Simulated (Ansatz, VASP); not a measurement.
# Two plane-wave programs on Ba

File INCAR:

```
SYSTEM = Ba
PREC     = Accurate       ! precision mode
ENCUT    = 600            ! plane-wave cutoff, eV
EDIFF    = 1E-7           ! SCF threshold, eV
ISMEAR   = -1             ! smearing method
SIGMA    = 0.08           ! smearing width, eV
LREAL    = .False.        ! projectors in reciprocal space
LASPH    = .True.         ! aspherical terms in the spheres
NELM     = 60             ! most SCF steps
ALGO     = Normal         ! electronic algorithm
ISIF     = 3              ! what is computed and relaxed
LWAVE    = .False.        ! write WAVECAR
LCHARG   = .False.        ! write CHGCAR
GGA      = PE             ! functional
IBRION   = 2              ! ionic algorithm
NSW      = 60             ! ionic steps
EDIFFG   = -0.005         ! ionic threshold
```

The input KPOINTS:

```
regular mesh
0
Gamma
  10 10 9
  0 0 0
```

Contents of POSCAR:

```
Ba
1.0
    4.3276344886      0.0000000000      0.0000000000
   -2.1638172443      3.7478414054      0.0000000000
    0.0000000000      0.0000000000      4.0679764193
Ba
1
Direct
    0.0000000000      0.0000000000      0.0000000000
```

Input for Ansatz:

```yaml
crystal:
  lattice:
    - [4.3276344886, 0.0, 0.0]
    - [-2.1638172443, 3.7478414054, 0.0]
    - [0.0, 0.0, 4.0679764193]
  atoms:
    - { symbol: Ba, position: [0.0, 0.0, 0.0] }
kpoints:
  mp_grid: { grid: [10, 10, 9] }
scf:
  occupations: { method: fermi_dirac, width: 0.08 }
hamiltonian:
  xc: pbe
  pseudopotentials: { kind: paw }
output:
  forces: true
  stress: true
  write_density: true
  write_potential: true
  elf: true
  volumetric_format: npy
relax:
  f_tol: 0.005
  max_steps: 40
  cell: {}
```

Alike in both runs: task relaxation of cell and atoms; functional PBE; k mesh 10 × 10 × 9; occupations fermi-dirac, width 0.08 eV; no spin polarisation.

```csv
,VASP,Ansatz
version,VASP 6.6.1,Ansatz 0.2.0
potentials or method,"VASP PAW PBE potentials, release 64 (Ba_sv)","PAW with Ansatz's default frozen-core files, scalar-relativistic"
plane-wave cutoff (eV),600,420
valence electrons in the cell,10,10
```

|  | VASP | Ansatz | Ansatz less VASP |
| --- | --- | --- | --- |
| relaxed volume (Å³/atom) | 62.99 | 62.19 | -0.807 |
| relaxed length of the cell vector where the two differ most in proportion (Å) | 4.279 | 4.260 | -0.0198 |

Spin-orbit coupling is off throughout.
